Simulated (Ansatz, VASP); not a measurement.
One calculation of Tl2H, two programs

```
CELL_PARAMETERS angstrom
1.79049 1.03374 6.36741
-1.79049 1.03374 6.36741
0.00000 -2.06748 6.36741
ATOMIC_POSITIONS crystal
Tl 0.25230 0.25230 0.25230
Tl 0.74770 0.74770 0.74770
H 0.00000 0.00000 0.00000
```

Alike in both runs: functional PBE; k mesh 6 × 6 × 6; occupations gaussian, width 0.1 eV; no spin polarisation.

Ansatz relaxed the structure, and its values are those at the end. VASP's run is a single point on that final structure, the one shown.

|  | VASP | Ansatz |
| --- | --- | --- |
| version | VASP 6.6.1 | Ansatz 0.2.0 |
| potentials or method | VASP PAW PBE potentials, release 64 (Tl_d, H), cutoff 520 eV | scalar-relativistic, plane waves, PAW |
| valence electrons in the cell | 27 | 27 |

VASP gave:

* gap on the k mesh at the Fermi level (eV): none
* pressure (GPa): 0.0

Estimate Ansatz's values.

gap on the k mesh at the Fermi level (eV): none; pressure (GPa): 0.1.

A gap of «none» marks a metal or a gap that the smearing closes.

Neither program's run includes spin-orbit coupling.
